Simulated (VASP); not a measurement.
# SiNi3 (Pm-3m) in VASP: further runs

Runs on SiNi3. Level: PBEsol. Tasks: single point.

Program: VASP 6.6.1. These are calculated values, not measurements. Logs are shortened: lines on timing, memory, paths and dates and some standing lists are left out, and cuts for length are marked.

### 1 The cell of the first run

It takes space group Pm-3m (No. 221, cubic). Conventional cell: a = 3.461 Å, b = 3.461 Å, c = 3.461 Å, α = 90.00°, β = 90.00°, γ = 90.00°. Si (site symmetry m-3m) has 12 Ni at 2.45 Å within 3.2 Å. Ni (site symmetry 4/mmm) has 4 Si at 2.45 Å and 8 Ni at 2.45 Å within 3.2 Å.

### 2 Single point, PBEsol

File INCAR:

```
SYSTEM = SiNi3
PREC = Accurate
ENCUT = 520
EDIFF = 1E-7
ISMEAR = 0
SIGMA = 0.15
LREAL = .False.
LASPH = .True.
NELM = 100
ALGO = Fast
ISIF = 2
LWAVE = .False.
LCHARG = .False.
GGA = PS
NBANDS = 25
```

File KPOINTS:

```
Automatic mesh
0
Gamma
  16 16 16
  0 0 0
```

File POSCAR:

```
SiNi3
1.0
    3.4612457436      0.0000000000      0.0000000000
    0.0000000000      3.4612457436      0.0000000000
    0.0000000000      0.0000000000      3.4612457436
Si Ni
1 3
Direct
    0.0000000000      0.0000000000      0.0000000000
    0.0000000000      0.5000000000      0.5000000000
    0.5000000000      0.0000000000      0.5000000000
    0.5000000000      0.5000000000      0.0000000000
```

Potentials or basis: VASP PAW PBE potentials, release 64 (Si, Ni).

The run is started by

```
cat potpaw_PBE.64/Si/POTCAR potpaw_PBE.64/Ni/POTCAR > POTCAR
mpirun -np 1 vasp_std > vasp.out
```

OUTCAR:

```text
SYSTEM = SiNi3
   PREC = Accurate
   ENCUT = 520
   EDIFF = 1E-7
   ISMEAR = 0
   LREAL = .False.
   LASPH = .True.
   NELM = 100
   ISIF = 2
   GGA = PS

 ion  position               nearest neighbor table
   1  0.000  0.000  0.000-   2 2.45   3 2.45   4 2.45   2 2.45   3 2.45   2 2.45   4 2.45   2 2.45
                             3 2.45   4 2.45   3 2.45   4 2.45
   2  0.000  0.500  0.500-   1 2.45   3 2.45   4 2.45   1 2.45   4 2.45   1 2.45   3 2.45   1 2.45
                             3 2.45   4 2.45   4 2.45   3 2.45
   3  0.500  0.000  0.500-   1 2.45   2 2.45   4 2.45   1 2.45   4 2.45   2 2.45   4 2.45   4 2.45
                             1 2.45   2 2.45   1 2.45   2 2.45
   4  0.500  0.500  0.000-   1 2.45   2 2.45   3 2.45   2 2.45   3 2.45   1 2.45   3 2.45   3 2.45
                             1 2.45   2 2.45   2 2.45   1 2.45

  LATTYP: Found a simple cubic cell.
 ALAT       =     3.4612457436

  Lattice vectors:

 A1 = (   3.4612457436,   0.0000000000,   0.0000000000)
 A2 = (   0.0000000000,   3.4612457436,   0.0000000000)
 A3 = (   0.0000000000,   0.0000000000,   3.4612457436)

Analysis of symmetry for initial positions (statically):
=====================================================================
 Subroutine PRICEL returns:
 Original cell was already a primitive cell.

 Routine SETGRP: Setting up the symmetry group for a
 simple cubic supercell.

 Subroutine GETGRP returns: Found 48 space group operations
 (whereof 48 operations were pure point group operations)
 out of a pool of 48 trial point group operations.

The static configuration has the point symmetry O_h .

Analysis of symmetry for dynamics (positions and initial velocities):
=====================================================================
 Subroutine PRICEL returns:
 Original cell was already a primitive cell.

 Routine SETGRP: Setting up the symmetry group for a
 simple cubic supercell.

 Subroutine GETGRP returns: Found 48 space group operations
 (whereof 48 operations were pure point group operations)
 out of a pool of 48 trial point group operations.

The dynamic configuration has the point symmetry O_h .

 Subroutine INISYM returns: Found 48 space group operations
 (whereof 48 operations are pure point group operations),
 and found     1 'primitive' translations

----------------------------------------------------------------------------------------

                                     Primitive cell

  volume of cell :      41.4665

  direct lattice vectors                    reciprocal lattice vectors
     3.461245744  0.000000000  0.000000000     0.288913320  0.000000000  0.000000000
     0.000000000  3.461245744  0.000000000     0.000000000  0.288913320  0.000000000
     0.000000000  0.000000000  3.461245744     0.000000000  0.000000000  0.288913320

  length of vectors
     3.461245744  3.461245744  3.461245744     0.288913320  0.288913320  0.288913320

  position of ions in fractional coordinates (direct lattice)
     0.000000000  0.000000000  0.000000000
     0.000000000  0.500000000  0.500000000
     0.500000000  0.000000000  0.500000000
     0.500000000  0.500000000  0.000000000

  ion indices of the primitive-cell ions
   primitive index   ion index
                 1           1
                 2           2
                 3           3
                 4           4

----------------------------------------------------------------------------------------

 KPOINTS: Automatic mesh

Automatic generation of k-mesh.
 Grid dimensions read from file:
 generate k-points for:   16   16   16

 Generating k-lattice:

  Cartesian coordinates                     Fractional coordinates (reciprocal lattice)
     0.018057083  0.000000000  0.000000000     0.062500000  0.000000000  0.000000000
     0.000000000  0.018057083  0.000000000     0.000000000  0.062500000  0.000000000
     0.000000000  0.000000000  0.018057083     0.000000000  0.000000000  0.062500000

  Length of vectors
     0.018057083  0.018057083  0.018057083

  Shift w.r.t. Gamma in fractional coordinates (k-lattice)
     0.000000000  0.000000000  0.000000000

 Subroutine IBZKPT returns following result:
 ===========================================

 Found    165 irreducible k-points:

 Following reciprocal coordinates:
            Coordinates               Weight
  0.000000  0.000000  0.000000      1.000000
  0.062500  0.000000  0.000000      6.000000
  0.125000  0.000000  0.000000      6.000000
  0.187500  0.000000  0.000000      6.000000
  0.250000  0.000000  0.000000      6.000000
  0.312500  0.000000  0.000000      6.000000
[... 16 lines left out ...]
  0.437500  0.125000  0.000000     24.000000
  0.500000  0.125000  0.000000     12.000000
 [... further k-points ...]
   k-points           NKPTS =    165   k-points in BZ     NKDIM =    165   number of bands    NBANDS=     25
   number of dos      NEDOS =    301   number of ions     NIONS =      4
   total plane-waves  NPLWV =  21952
   dimension x,y,z NGX =    28 NGY =   28 NGZ =   28
   dimension x,y,z NGXF=    56 NGYF=   56 NGZF=   56
   ions per type =               1   3
   NGX,Y,Z   is equivalent  to a cutoff of  13.45, 13.45, 13.45 a.u.
   NGXF,Y,Z  is equivalent  to a cutoff of  26.90, 26.90, 26.90 a.u.
 SYSTEM =  SiNi3
   PREC   = accura    normal or accurate (medium, high low for compatibility)
   ISTART =      0    job   : 0-new  1-cont  2-samecut
   ICHARG =      2    charge: 1-file 2-atom 10-const
   ISPIN  =      1    spin polarized calculation?
   LNONCOLLINEAR =      F non collinear calculations
   LSORBIT =      F    spin-orbit coupling
   LASPH  =      T    aspherical Exc in radial PAW
   ENCUT  =  520.0 eV  38.22 Ry    6.18 a.u.   6.44  6.44  6.44*2*pi/ulx,y,z
   NELM   =    100;   NELMIN=  2; NELMDL= -5     # of ELM steps
   EDIFF  = 0.1E-06   stopping-criterion for ELM
   LREAL  =      F    real-space projection
   EDIFFG = 0.1E-05   stopping-criterion for IOM
   NSW    =      0    number of steps for IOM
   IBRION =     -1    ionic relax: 0-MD 1-quasi-New 2-CG
   NFREE  =      0    steps in history (QN), initial steepest desc. (CG)
   ISIF   =      2    stress and relaxation
   ISYM   =      2    0-nonsym 1-usesym 2-fastsym
   POTIM  = 0.5000    time-step for ionic-motion
   TEBEG  =    0.0;   TEEND  =   0.0 temperature during run
   PSTRESS=    0.0 pullay stress
   NELECT =      34.0000    total number of electrons
   NUPDOWN=      -1.0000    fix difference up-down
   EMIN   =  10.00;   EMAX   =-10.00  energy-range for DOS
   EFERMI =   0.00;   METHOD = LEGACY
   ISMEAR =     0;   SIGMA  =   0.15  broadening in eV -4-tet -1-fermi 0-gaus
   EFERMI_NEDOS =   21; number of points for ismear=-14 and -15
   IALGO  =     68    algorithm
   IMIX   =      4    mixing-type and parameters
     AMIX     =   0.40;   BMIX     =  1.00
     AMIX_MAG =   1.60;   BMIX_MAG =  1.00
  volume/ion in A,a.u.               =      10.37        69.96
  Fermi-wavevector in a.u.,A,eV,Ry     =   1.532270  2.895571 31.944467  2.347852
  Thomas-Fermi vector in A             =   2.639499
   LORBIT       =      0    0 simple, 1 ext, 2 COOP (PROOUT), +10 PAW based schemes
   GGA     = PS    functional components
   LHFCALC =     F    Hartree Fock is set to
   AEXX    =    0.0000 exact exchange contribution
   IVDW    =     0    specifies the selected vdW correction
   LEPSILON=     F    determine dielectric tensor
   LRPA    =     F    only Hartree local field effects (RPA)
 non-spin polarized calculation
 RMM-DIIS sequential band-by-band and
 Gauss-broadening in eV      SIGMA  =   0.15
  energy-cutoff  :      520.00
  volume of cell :       41.47
 maximum number of plane-waves:      1141
 NGX is ok and might be reduce to    28
   NGX = 13   NGY = 13   NGZ = 13

 number of electron      33.9999971 magnetization

 Free energy of the ion-electron system (eV)
  ---------------------------------------------------
  ext. energy  EPLUGINS =         0.00000000
  ---------------------------------------------------
  free energy    TOTEN  =       -26.30315142 eV

  energy without entropy =      -26.28240645  energy(sigma->0) =      -26.29277894

 E-fermi :  11.1076     XC(G=0): -13.4549

 val. band max:       11.1017157693   @ k =   0.0625   0.0625   0.0000
 cond. band min:      11.1095915729   @ k =   0.5000   0.3750   0.3750
 fundamental gap:      0.0078758036
 Fermi energy:        11.1075550117

 k-point     1 :       0.0000    0.0000    0.0000
  band No.  band energies     occupation
      1      -1.1436      2.00000
      2       5.9597      2.00000
      3       6.7891      2.00000
      4       6.7891      2.00000
      5       7.3345      2.00000
      6       7.3345      2.00000
[... 17 lines left out ...]
     24      21.9260      0.00000
     25      21.9260      0.00000

 k-point     2 :       0.0625    0.0000    0.0000
  band No.  band energies     occupation
      1      -1.0962      2.00000
      2       5.9732      2.00000
      3       6.7237      2.00000
      4       6.8233      2.00000
      5       7.3316      2.00000
      6       7.3316      2.00000
[... 17 lines left out ...]
     24      21.7801      0.00000
     25      21.8050      0.00000

 k-point     3 :       0.1250    0.0000    0.0000
  band No.  band energies     occupation
      1      -0.9548      2.00000
      2       5.9785      2.00000
      3       6.5467      2.00000
      4       6.9240      2.00000
      5       7.3216      2.00000
      6       7.3216      2.00000
[... 17 lines left out ...]
     24      21.2759      0.00000
     25      21.5137      0.00000

 k-point     4 :       0.1875    0.0000    0.0000
  band No.  band energies     occupation
      1      -0.7227      2.00000
      2       5.7783      2.00000
      3       6.4325      2.00000
      4       7.0846      2.00000
      5       7.3010      2.00000
      6       7.3010      2.00000
[... 17 lines left out ...]
     24      20.4604      0.00000
     25      21.2722      0.00000
[... 477 lines left out ...]
 k-point    22 :       0.3750    0.1250    0.0000
  band No.  band energies     occupation
      1       0.5773      2.00000
      2       4.0557      2.00000
      3       6.7490      2.00000
      4       7.0423      2.00000
      5       7.1380      2.00000
      6       7.8096      2.00000
[... 17 lines left out ...]
     24      20.1468      0.00000
     25      23.2775      0.00000

 k-point    23 :       0.4375    0.1250    0.0000
  band No.  band energies     occupation
      1       0.9684      2.00000
      2       3.5051      2.00000
      3       6.8298      2.00000
      4       7.0673      2.00000
      5       7.1139      2.00000
      6       7.8509      2.00000
[... 17 lines left out ...]
     24      19.9584      0.00000
     25      23.3857      0.00000

 k-point    24 :       0.5000    0.1250    0.0000
  band No.  band energies     occupation
      1       1.1506      2.00000
      2       3.2673      2.00000
      3       6.8523      2.00000
      4       7.0829      2.00000
      5       7.1051      2.00000
      6       7.8620      2.00000
[... 17 lines left out ...]
     24      19.8845      0.00000
     25      23.1765      0.00000

 [... further k-points ...]
[... 5 lines left out ...]
  --------------------------------------------------------------------------------------
  -------------------------------------------------------------------------------------
  Total        0.0568616      0.0568616      0.0568616     -0.0000000      0.0000000      0.0000000
  in kB        2.1970130      2.1970130      2.1970130     -0.0000000      0.0000000      0.0000000
  external PRESSURE =       2.1970130 kB  Pullay stress =       0.0000000 kB

 VOLUME and BASIS-vectors are now :
 -----------------------------------------------------------------------------
  energy-cutoff  :      520.00
  volume of cell :       41.47
      direct lattice vectors                 reciprocal lattice vectors
     3.461245744  0.000000000  0.000000000     0.288913320  0.000000000  0.000000000
     0.000000000  3.461245744  0.000000000     0.000000000  0.288913320  0.000000000
     0.000000000  0.000000000  3.461245744     0.000000000  0.000000000  0.288913320

 POSITION                                       TOTAL-FORCE (eV/Angst)
 -----------------------------------------------------------------------------------
      0.00000      0.00000      0.00000         0.000000      0.000000      0.000000
      0.00000      1.73062      1.73062         0.000000      0.000000      0.000000
      1.73062      0.00000      1.73062         0.000000      0.000000      0.000000
      1.73062      1.73062      0.00000         0.000000      0.000000      0.000000
 -----------------------------------------------------------------------------------
    total drift:                                0.000000      0.000000      0.000000

  FREE ENERGIE OF THE ION-ELECTRON SYSTEM (eV)
  ---------------------------------------------------
  free  energy   TOTEN  =       -26.3031514229 eV

  energy  without entropy=      -26.2824064516  energy(sigma->0) =      -26.29277894
```

Wall time 2.6 min (1 thread of AMD EPYC 7R13 (Zen 3), shared host); peak memory 0.23 GiB.

What came out:

| Property | Result |
| --- | --- |
| Free energy | -26.3032 eV |
| Pressure | 0.2 GPa |
| Band gap on the k mesh | zero (bands 17 and 18 overlap by 0.25 eV) |

Levels at points of the mesh, in eV from the Fermi level:
| k point | band 13 | band 14 | band 15 | band 16 | band 17 | band 18 | band 19 | band 20 | band 21 | band 22 |
| --- | --- | --- | --- | --- | --- | --- | --- | --- | --- | --- |
| (0.00, 0.00, 0.00) | -0.94 | -0.66 | -0.66 | -0.32 | 0.02 | 0.02 | 0.02 | 5.19 | 6.49 | 6.49 |
| (0.50, 0.00, 0.00) | -1.41 | -1.37 | -1.22 | -0.59 | 0.02 | 3.76 | 3.76 | 5.32 | 5.32 | 5.47 |
| (0.50, 0.50, 0.00) | -1.53 | -1.52 | -1.19 | -1.09 | -1.02 | 0.68 | 0.68 | 5.85 | 6.51 | 7.79 |
| (0.50, 0.50, 0.50) | -1.53 | -1.33 | -1.33 | -0.53 | -0.23 | -0.23 | -0.23 | 1.39 | 4.16 | 4.16 |

Caveat: the PAW data sets were made with another functional, which shifts forces and pressure a little. Spin polarisation is off, so any magnetic state and its effect on volume and gap are missing.

### 3 Single point, PBEsol

File INCAR:

```
PREC     = Accurate       # precision mode
ENCUT    = 520            # plane-wave cutoff, eV
EDIFF    = 1E-7           # SCF threshold, eV
ISMEAR   = 0              # smearing method
SIGMA    = 0.15           # smearing width, eV
LREAL    = False          # projectors in reciprocal space
LASPH    = True           # aspherical terms in the spheres
NELM     = 60             # most SCF steps
ALGO     = Normal         # electronic algorithm
ISIF     = 2              # what is computed and relaxed
LWAVE    = False          # write WAVECAR
LCHARG   = True           # write CHGCAR
GGA      = PS             # functional
LELF     = True           # ELF
LVHAR    = True         
NBANDS   = 25             # bands
```

File KPOINTS:

```
regular mesh
0
Gamma
  14 14 14
```

POSCAR is that of step 2.

Potentials or basis: VASP PAW PBE potentials, release 64 (Si, Ni).

The run is started by

```
cat potpaw_PBE.64/Si/POTCAR potpaw_PBE.64/Ni/POTCAR > POTCAR
mpirun -np 1 vasp_std > vasp.out
```

It took 96 s on 1 thread of AMD EPYC 7R13 (Zen 3), shared host; peak memory 0.2 GiB.

Results (log left out):

```yaml
Free_energy: -26.3031 eV
Pressure: 0.1 GPa
Band_gap_on_the_k_mesh: zero (bands 17 and 18 overlap by 0.25 eV)
```

Levels at points of the mesh, in eV from the Fermi level:
| k point | band 14 | band 15 | band 16 | band 17 | band 18 | band 19 | band 20 | band 21 |
| --- | --- | --- | --- | --- | --- | --- | --- | --- |
| (0.00, 0.00, 0.00) | -0.66 | -0.66 | -0.32 | 0.02 | 0.02 | 0.02 | 5.19 | 6.49 |
| (0.50, 0.00, 0.00) | -1.37 | -1.22 | -0.59 | 0.02 | 3.76 | 3.76 | 5.32 | 5.32 |
| (0.50, 0.50, 0.00) | -1.52 | -1.19 | -1.09 | -1.02 | 0.68 | 0.68 | 5.85 | 6.51 |
| (0.50, 0.50, 0.50) | -1.33 | -1.33 | -0.53 | -0.23 | -0.23 | -0.23 | 1.39 | 4.16 |

Caveat: the PAW data sets were made with another functional, which shifts forces and pressure a little.

The gap in the log of VASP goes by the Fermi energy; the results here count the filled bands.